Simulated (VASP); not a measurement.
# MgO (Periclase) in VASP: notebook

MgO (Periclase) is run at these levels: PBE; tasks: single point.

Everything below comes from runs of VASP 6.6.1. Logs are shortened: lines on timing, memory, paths and dates and some standing lists are left out, and cuts for length are marked.

### 1 The cell of the first run

The structure is cubic, space group Fm-3m (No. 225). Conventional cell: a = 4.217 Å, b = 4.217 Å, c = 4.217 Å, α = 90.00°, β = 90.00°, γ = 90.00°. Within 2.8 Å of Mg (site symmetry m-3m) lie 6 O at 2.11 Å. Within 2.8 Å of O (site symmetry m-3m) lie 6 Mg at 2.11 Å.

### 2 Single point, PBE

Input file INCAR:

```
SYSTEM = MgO
PREC     = Accurate       ! precision mode
ENCUT    = 520            ! plane-wave cutoff, eV
EDIFF    = 1E-6           ! SCF threshold, eV
ISMEAR   = 0              ! smearing method
SIGMA    = 0.01           ! smearing width, eV
LREAL    = .False.        ! projectors in reciprocal space
LASPH    = .True.         ! aspherical terms in the spheres
NELM     = 80             ! most SCF steps
ALGO     = Normal         ! electronic algorithm
ISIF     = 2              ! what is computed and relaxed
LWAVE    = .False.        ! write WAVECAR
LCHARG   = .False.        ! write CHGCAR
GGA      = PE             ! functional
NBANDS   = 11             ! bands
```

Input file KPOINTS:

```
regular mesh
0
Gamma
  6 6 6
  0 0 0
```

Input file POSCAR:

```
MgO
1.0
    0.0000000000      2.1085000000      2.1085000000
    2.1085000000      0.0000000000      2.1085000000
    2.1085000000      2.1085000000      0.0000000000
Mg O
1 1
Direct
    0.0000000000      0.0000000000      0.0000000000
    0.5000000000      0.5000000000      0.5000000000
```

Potentials or basis: VASP PAW PBE potentials, release 64 (Mg, O).

Command:

```
cat potpaw_PBE.64/Mg/POTCAR potpaw_PBE.64/O/POTCAR > POTCAR
mpirun -np 1 vasp_std > vasp.out
```

OUTCAR:

```text
SYSTEM = MgO
   PREC = Accurate
   ENCUT = 520
   EDIFF = 1E-6
   ISMEAR = 0
   LREAL = .False.
   LASPH = .True.
   NELM = 80
   ISIF = 2
   GGA = PE

 ion  position               nearest neighbor table
   1  0.000  0.000  0.000-   2 2.11   2 2.11   2 2.11   2 2.11   2 2.11   2 2.11
   2  0.500  0.500  0.500-   1 2.11   1 2.11   1 2.11   1 2.11   1 2.11   1 2.11

  LATTYP: Found a face centered cubic cell.
 ALAT       =     4.2170000000

  Lattice vectors:

 A1 = (   0.0000000000,   2.1085000000,   2.1085000000)
 A2 = (   2.1085000000,   0.0000000000,   2.1085000000)
 A3 = (   2.1085000000,   2.1085000000,   0.0000000000)

Analysis of symmetry for initial positions (statically):
=====================================================================
 Subroutine PRICEL returns:
 Original cell was already a primitive cell.

 Routine SETGRP: Setting up the symmetry group for a
 face centered cubic supercell.

 Subroutine GETGRP returns: Found 48 space group operations
 (whereof 48 operations were pure point group operations)
 out of a pool of 48 trial point group operations.

The static configuration has the point symmetry O_h .

Analysis of symmetry for dynamics (positions and initial velocities):
=====================================================================
 Subroutine PRICEL returns:
 Original cell was already a primitive cell.

 Routine SETGRP: Setting up the symmetry group for a
 face centered cubic supercell.

 Subroutine GETGRP returns: Found 48 space group operations
 (whereof 48 operations were pure point group operations)
 out of a pool of 48 trial point group operations.

The dynamic configuration has the point symmetry O_h .

 Subroutine INISYM returns: Found 48 space group operations
 (whereof 48 operations are pure point group operations),
 and found     1 'primitive' translations

----------------------------------------------------------------------------------------

                                     Primitive cell

  volume of cell :      18.7478

  direct lattice vectors                    reciprocal lattice vectors
     0.000000000  2.108500000  2.108500000    -0.237135404  0.237135404  0.237135404
     2.108500000  0.000000000  2.108500000     0.237135404 -0.237135404  0.237135404
     2.108500000  2.108500000  0.000000000     0.237135404  0.237135404 -0.237135404

  length of vectors
     2.981869296  2.981869296  2.981869296     0.410730569  0.410730569  0.410730569

  position of ions in fractional coordinates (direct lattice)
     0.000000000  0.000000000  0.000000000
     0.500000000  0.500000000  0.500000000

  ion indices of the primitive-cell ions
   primitive index   ion index
                 1           1
                 2           2

----------------------------------------------------------------------------------------

 KPOINTS: regular mesh

Automatic generation of k-mesh.
 Grid dimensions read from file:
 generate k-points for:    6    6    6

 Generating k-lattice:

  Cartesian coordinates                     Fractional coordinates (reciprocal lattice)
    -0.039522567  0.039522567  0.039522567     0.166666667  0.000000000  0.000000000
     0.039522567 -0.039522567  0.039522567     0.000000000  0.166666667  0.000000000
     0.039522567  0.039522567 -0.039522567     0.000000000  0.000000000  0.166666667

  Length of vectors
     0.068455095  0.068455095  0.068455095

  Shift w.r.t. Gamma in fractional coordinates (k-lattice)
     0.000000000  0.000000000  0.000000000

 Subroutine IBZKPT returns following result:
 ===========================================

 Found     16 irreducible k-points:

 Following reciprocal coordinates:
            Coordinates               Weight
  0.000000  0.000000  0.000000      1.000000
  0.166667  0.000000  0.000000      8.000000
  0.333333  0.000000  0.000000      8.000000
  0.500000  0.000000  0.000000      4.000000
  0.166667  0.166667  0.000000      6.000000
  0.333333  0.166667  0.000000     24.000000
[... 8 lines left out ...]
 -0.333333  0.333333  0.166667     24.000000
 -0.333333  0.500000  0.166667     12.000000
   k-points           NKPTS =     16   k-points in BZ     NKDIM =     16   number of bands    NBANDS=     11
   number of dos      NEDOS =    301   number of ions     NIONS =      2
   total plane-waves  NPLWV =  13824
   dimension x,y,z NGX =    24 NGY =   24 NGZ =   24
   dimension x,y,z NGXF=    48 NGYF=   48 NGZF=   48
   ions per type =               1   1
   NGX,Y,Z   is equivalent  to a cutoff of  13.38, 13.38, 13.38 a.u.
   NGXF,Y,Z  is equivalent  to a cutoff of  26.76, 26.76, 26.76 a.u.
 SYSTEM =  MgO
   PREC   = accura    normal or accurate (medium, high low for compatibility)
   ISTART =      0    job   : 0-new  1-cont  2-samecut
   ICHARG =      2    charge: 1-file 2-atom 10-const
   ISPIN  =      1    spin polarized calculation?
   LNONCOLLINEAR =      F non collinear calculations
   LSORBIT =      F    spin-orbit coupling
   LASPH  =      T    aspherical Exc in radial PAW
   ENCUT  =  520.0 eV  38.22 Ry    6.18 a.u.   5.54  5.54  5.54*2*pi/ulx,y,z
   NELM   =     80;   NELMIN=  2; NELMDL= -5     # of ELM steps
   EDIFF  = 0.1E-05   stopping-criterion for ELM
   LREAL  =      F    real-space projection
   EDIFFG = 0.1E-04   stopping-criterion for IOM
   NSW    =      0    number of steps for IOM
   IBRION =     -1    ionic relax: 0-MD 1-quasi-New 2-CG
   NFREE  =      0    steps in history (QN), initial steepest desc. (CG)
   ISIF   =      2    stress and relaxation
   ISYM   =      2    0-nonsym 1-usesym 2-fastsym
   POTIM  = 0.5000    time-step for ionic-motion
   TEBEG  =    0.0;   TEEND  =   0.0 temperature during run
   PSTRESS=    0.0 pullay stress
   NELECT =       8.0000    total number of electrons
   NUPDOWN=      -1.0000    fix difference up-down
   EMIN   =  10.00;   EMAX   =-10.00  energy-range for DOS
   EFERMI =   0.00;   METHOD = LEGACY
   ISMEAR =     0;   SIGMA  =   0.01  broadening in eV -4-tet -1-fermi 0-gaus
   EFERMI_NEDOS =   21; number of points for ismear=-14 and -15
   IALGO  =     38    algorithm
   IMIX   =      4    mixing-type and parameters
     AMIX     =   0.40;   BMIX     =  1.00
     AMIX_MAG =   1.60;   BMIX_MAG =  1.00
  volume/ion in A,a.u.               =       9.37        63.26
  Fermi-wavevector in a.u.,A,eV,Ry     =   1.232503  2.329092 20.668107  1.519063
  Thomas-Fermi vector in A             =   2.367270
   LORBIT       =      0    0 simple, 1 ext, 2 COOP (PROOUT), +10 PAW based schemes
   GGA     = PE    functional components
   LHFCALC =     F    Hartree Fock is set to
   AEXX    =    0.0000 exact exchange contribution
   IVDW    =     0    specifies the selected vdW correction
   LEPSILON=     F    determine dielectric tensor
   LRPA    =     F    only Hartree local field effects (RPA)
 non-spin polarized calculation
 Gauss-broadening in eV      SIGMA  =   0.01
  energy-cutoff  :      520.00
  volume of cell :       18.75
 maximum number of plane-waves:       531
 NGX is ok and might be reduce to    24
   NGX = 11   NGY = 11   NGZ = 11

 number of electron       8.0000005 magnetization

 Free energy of the ion-electron system (eV)
  ---------------------------------------------------
  ext. energy  EPLUGINS =         0.00000000
  ---------------------------------------------------
  free energy    TOTEN  =       -11.90674114 eV

  energy without entropy =      -11.90674114  energy(sigma->0) =      -11.90674114

 E-fermi :   3.2342     XC(G=0): -11.0618

 val. band max:        3.1614214794   @ k =   0.0000   0.0000   0.0000
 cond. band min:       7.8533116648   @ k =   0.0000   0.0000   0.0000
 fundamental gap:      4.6918901854
 Fermi energy:         3.2342474762

 k-point     1 :       0.0000    0.0000    0.0000
  band No.  band energies     occupation
      1     -14.0842      2.00000
      2       3.1614      2.00000
      3       3.1614      2.00000
      4       3.1614      2.00000
      5       7.8533      0.00000
      6      18.9406      0.00000
      7      18.9406      0.00000
      8      18.9406      0.00000
      9      22.8481      0.00000
     10      24.6182      0.00000
     11      24.6182      0.00000

 k-point     2 :       0.1667    0.0000    0.0000
  band No.  band energies     occupation
      1     -13.8030      2.00000
      2       1.6547      2.00000
      3       2.9883      2.00000
      4       2.9883      2.00000
      5       9.2770      0.00000
      6      16.6115      0.00000
      7      19.5088      0.00000
      8      19.5088      0.00000
      9      23.3276      0.00000
     10      23.3276      0.00000
     11      25.3973      0.00000

 k-point     3 :       0.3333    0.0000    0.0000
  band No.  band energies     occupation
      1     -13.1712      2.00000
      2      -0.4974      2.00000
      3       2.6645      2.00000
      4       2.6645      2.00000
      5      10.8000      0.00000
      6      15.4527      0.00000
      7      19.7038      0.00000
      8      19.7038      0.00000
      9      24.0240      0.00000
     10      24.0240      0.00000
     11      24.5373      0.00000

 k-point     4 :       0.5000    0.0000    0.0000
  band No.  band energies     occupation
      1     -12.8087      2.00000
      2      -1.4398      2.00000
      3       2.5123      2.00000
      4       2.5123      2.00000
      5      11.0354      0.00000
      6      15.7282      0.00000
      7      19.4350      0.00000
      8      19.4350      0.00000
      9      23.9991      0.00000
     10      25.6192      0.00000
     11      25.6192      0.00000
[... 127 lines left out ...]
 k-point    14 :       0.5000    0.3333    0.1667
  band No.  band energies     occupation
      1     -12.8021      2.00000
      2      -0.3655      2.00000
      3       1.3188      2.00000
      4       2.1497      2.00000
      5      13.1287      0.00000
      6      14.2187      0.00000
      7      16.6783      0.00000
      8      20.3058      0.00000
      9      22.5823      0.00000
     10      26.0021      0.00000
     11      30.9572      0.00000

 k-point    15 :      -0.3333    0.3333    0.1667
  band No.  band energies     occupation
      1     -12.5803      2.00000
      2      -0.4122      2.00000
      3       0.7040      2.00000
      4       1.9009      2.00000
      5      13.7050      0.00000
      6      15.0803      0.00000
      7      15.8538      0.00000
      8      19.6115      0.00000
      9      23.9019      0.00000
     10      25.1219      0.00000
     11      30.8255      0.00000

 k-point    16 :      -0.3333    0.5000    0.1667
  band No.  band energies     occupation
      1     -12.5126      2.00000
      2      -0.3839      2.00000
      3       0.9292      2.00000
      4       1.4992      2.00000
      5      13.6965      0.00000
      6      14.5339      0.00000
      7      15.6076      0.00000
      8      19.6085      0.00000
      9      23.2937      0.00000
     10      27.7631      0.00000
     11      29.2923      0.00000

------------------------ aborting loop because EDIFF is reached ----------------------------------------

  FORCE on cell =-STRESS in cart. coord.  units (eV):
  Direction    XX          YY          ZZ          XY          YZ          ZX
  --------------------------------------------------------------------------------------
  -------------------------------------------------------------------------------------
  Total        0.3931397      0.3931397      0.3931397      0.0000000      0.0000000     -0.0000000
  in kB       33.5974795     33.5974795     33.5974795      0.0000000      0.0000000     -0.0000000
  external PRESSURE =      33.5974795 kB  Pullay stress =       0.0000000 kB

 VOLUME and BASIS-vectors are now :
 -----------------------------------------------------------------------------
  energy-cutoff  :      520.00
  volume of cell :       18.75
      direct lattice vectors                 reciprocal lattice vectors
     0.000000000  2.108500000  2.108500000    -0.237135404  0.237135404  0.237135404
     2.108500000  0.000000000  2.108500000     0.237135404 -0.237135404  0.237135404
     2.108500000  2.108500000  0.000000000     0.237135404  0.237135404 -0.237135404

 POSITION                                       TOTAL-FORCE (eV/Angst)
 -----------------------------------------------------------------------------------
      0.00000      0.00000      0.00000         0.000000      0.000000     -0.000000
      2.10850      2.10850      2.10850        -0.000000     -0.000000      0.000000
 -----------------------------------------------------------------------------------
    total drift:                               -0.000000     -0.000000      0.000000

  FREE ENERGIE OF THE ION-ELECTRON SYSTEM (eV)
  ---------------------------------------------------
  free  energy   TOTEN  =       -11.9067411374 eV

  energy  without entropy=      -11.9067411374  energy(sigma->0) =      -11.90674114
```

It took 6.6 s on 1 thread of Intel Xeon Platinum 8259CL at 2.50GHz (Skylake/Cascade Lake), shared host; peak memory 0.13 GiB.

What came out:

```
Free energy            : -11.9067 eV
Pressure               : 3.4 GPa
Band gap on the k mesh : 4.69 eV, direct
```

Caveat: the k points lie up to 0.43 Å⁻¹ apart.

### 3 Single point, PBE

Input file INCAR:

```
SYSTEM = MgO
PREC = Accurate
ENCUT = 520
EDIFF = 1E-6
ISMEAR = 0
SIGMA = 0.01
LREAL = .False.
LASPH = .True.
NELM = 80
ALGO = Normal
ISIF = 2
LWAVE = .False.
LCHARG = .False.
GGA = PE
NBANDS = 11
```

Input file KPOINTS:

```
Automatic mesh
0
Gamma
  6 6 6
  0 0 0
```

Edit POSCAR of step 2 so:

```diff
@@ -8,3 +8,3 @@
 Direct
-    0.0000000000      0.0000000000      0.0000000000
+    0.0000000000      0.0000000000      0.0100000000
     0.5000000000      0.5000000000      0.5000000000
```

Potentials or basis: VASP PAW PBE potentials, release 64 (Mg, O).

Command:

```
cat potpaw_PBE.64/Mg/POTCAR potpaw_PBE.64/O/POTCAR > POTCAR
mpirun -np 1 vasp_std > vasp.out
```

OUTCAR:

```text
SYSTEM = MgO
   PREC = Accurate
   ENCUT = 520
   EDIFF = 1E-6
   ISMEAR = 0
   LREAL = .False.
   LASPH = .True.
   NELM = 80
   ISIF = 2
   GGA = PE

 ion  position               nearest neighbor table
   1  0.000  0.000  0.010-   2 2.09   2 2.09   2 2.11   2 2.11   2 2.13   2 2.13
   2  0.500  0.500  0.500-   1 2.09   1 2.09   1 2.11   1 2.11   1 2.13   1 2.13

  LATTYP: Found a face centered cubic cell.
 ALAT       =     4.2170000000

  Lattice vectors:

 A1 = (   0.0000000000,   2.1085000000,   2.1085000000)
 A2 = (   2.1085000000,   0.0000000000,   2.1085000000)
[... 523 lines left out ...]

  FORCE on cell =-STRESS in cart. coord.  units (eV):
  Direction    XX          YY          ZZ          XY          YZ          ZX
  --------------------------------------------------------------------------------------
  -------------------------------------------------------------------------------------
  Total        0.4081691      0.4081691      0.3894696     -0.0031137      0.0000000      0.0000000
  in kB       34.8818842     34.8818842     33.2838294     -0.2660947      0.0000000      0.0000000
  external PRESSURE =      34.3491993 kB  Pullay stress =       0.0000000 kB

 VOLUME and BASIS-vectors are now :
 -----------------------------------------------------------------------------
  energy-cutoff  :      520.00
  volume of cell :       18.75
      direct lattice vectors                 reciprocal lattice vectors
     0.000000000  2.108500000  2.108500000    -0.237135404  0.237135404  0.237135404
     2.108500000  0.000000000  2.108500000     0.237135404 -0.237135404  0.237135404
     2.108500000  2.108500000  0.000000000     0.237135404  0.237135404 -0.237135404

 POSITION                                       TOTAL-FORCE (eV/Angst)
 -----------------------------------------------------------------------------------
      0.02108      0.02108      0.00000        -0.115057     -0.115057      0.000000
      2.10850      2.10850      2.10850         0.115057      0.115057      0.000000
 -----------------------------------------------------------------------------------
    total drift:                                0.000061      0.000061     -0.000000

  FREE ENERGIE OF THE ION-ELECTRON SYSTEM (eV)
  ---------------------------------------------------
  free  energy   TOTEN  =       -11.9043187208 eV

  energy  without entropy=      -11.9043187208  energy(sigma->0) =      -11.90431872
```

OSZICAR:

```text
N       E                     dE             d eps       ncg     rms          rms(c)
DAV:   1     0.140164485841E+02    0.14016E+02   -0.44220E+03  1148   0.633E+02
DAV:   2    -0.128675672894E+02   -0.26884E+02   -0.26168E+02  1185   0.135E+02
DAV:   3    -0.134643914842E+02   -0.59682E+00   -0.59640E+00  1219   0.176E+01
DAV:   4    -0.134659036216E+02   -0.15121E-02   -0.15121E-02  1099   0.101E+00
DAV:   5    -0.134659085563E+02   -0.49347E-05   -0.49346E-05  1171   0.570E-02    0.722E+00
DAV:   6    -0.119218539326E+02    0.15441E+01   -0.87819E+00  1036   0.163E+01    0.222E+00
DAV:   7    -0.119099701830E+02    0.11884E-01   -0.53803E-02  1132   0.210E+00    0.134E+00
DAV:   8    -0.119046796460E+02    0.52905E-02   -0.27701E-02  1081   0.187E+00    0.235E-01
DAV:   9    -0.119043220430E+02    0.35760E-03   -0.54070E-04  1150   0.164E-01    0.132E-01
DAV:  10    -0.119043168653E+02    0.51776E-05   -0.46303E-04  1129   0.160E-01    0.812E-03
DAV:  11    -0.119043186935E+02   -0.18282E-05   -0.24419E-06  1195   0.135E-02    0.523E-03
DAV:  12    -0.119043187208E+02   -0.27249E-07   -0.36628E-07   602   0.521E-03
   1 F= -.11904319E+02 E0= -.11904319E+02  d E =-.333765E-27
```

stdout:

```text
POSCAR found type information on POSCAR MgO
 POSCAR found :  2 types and       2 ions
 scaLAPACK will be used
 LDA part: xc-table for (Slater+PW92), standard interpolation
 POSCAR, INCAR and KPOINTS ok, starting setup
 FFT: planning ... GRIDC
 FFT: planning ... GRID_SOFT
 FFT: planning ... GRID
 WAVECAR not read
 entering main loop
```

Run time: 10 s. Hardware: 1 thread of Intel Xeon Platinum 8259CL at 2.50GHz (Skylake/Cascade Lake), shared host; peak memory 0.14 GiB.

Results:

```
Free energy            : -11.9043 eV
Pressure               : 3.4 GPa
Largest force          : 0.163 eV/Å
Band gap on the k mesh : 4.69 eV, direct
```

Forces in eV/Å, atoms in the order of the input:
```
Mg  -0.115 -0.115  0.000
O    0.115  0.115  0.000
```

Caveat: the k points lie up to 0.43 Å⁻¹ apart. As with any semilocal functional, this PBE gap is likely too small.

### 4 Single point, PBE

Input file INCAR:

```
PREC = Accurate
ENCUT = 520
EDIFF = 1E-7
ISMEAR = 0
SIGMA = 0.01
LREAL = False
LASPH = True
NELM = 60
ALGO = Normal
ISIF = 2
LWAVE = False
LCHARG = False
GGA = PE
NBANDS = 11
```

Input file KPOINTS:

```
regular mesh
0
Gamma
  6 6 6
```

Edit POSCAR of step 3 so:

```diff
@@ -8,3 +8,3 @@
 Direct
-    0.0000000000      0.0000000000      0.0100000000
+    0.0000000000      0.0000000000      0.0200000000
     0.5000000000      0.5000000000      0.5000000000
```

Command:

```
cat potpaw_PBE.64/Mg/POTCAR potpaw_PBE.64/O/POTCAR > POTCAR
mpirun -np 1 vasp_std > vasp.out
```

Run time: 12 s. Hardware: 1 thread of Intel Xeon Platinum 8259CL at 2.50GHz (Skylake/Cascade Lake), shared host; peak memory 0.14 GiB.

Results (log left out):

```
Free energy            : -11.8970 eV
Pressure               : 3.7 GPa
Largest force          : 0.327 eV/Å
Band gap on the k mesh : 4.69 eV, direct
```

Forces on the atoms (eV/Å):
```
Mg  -0.231 -0.231  0.000
O    0.231  0.231  0.000
```

Stress tensor (GPa, compression positive):
```
 3.92 -0.11  0.00
-0.11  3.92  0.00
 0.00  0.00  3.28
```

Levels at points of the mesh, in eV from the valence-band top:
| k point | band 1 | band 2 | band 3 | band 4 | band 5 | band 6 | band 7 | band 8 |
| --- | --- | --- | --- | --- | --- | --- | --- | --- |
| (0.00, 0.00, 0.00) | -17.24 | -0.01 | 0.00 | 0.00 | 4.69 | 15.78 | 15.80 | 15.80 |
| (0.50, 0.00, 0.00) | -15.97 | -4.60 | -0.65 | -0.64 | 7.87 | 12.54 | 16.27 | 16.30 |
| (0.00, 0.00, 0.50) | -15.97 | -4.60 | -0.65 | -0.65 | 7.88 | 12.56 | 16.27 | 16.29 |
| (0.50, 0.50, 0.00) | -15.71 | -4.07 | -1.35 | -1.34 | 9.13 | 9.91 | 13.07 | 18.91 |
| (0.00, 0.50, 0.50) | -15.71 | -4.07 | -1.34 | -1.34 | 9.12 | 9.91 | 13.07 | 18.92 |

Caveat: the k points lie up to 0.43 Å⁻¹ apart. A hybrid or GW would open this gap; PBE tends to underestimate it.
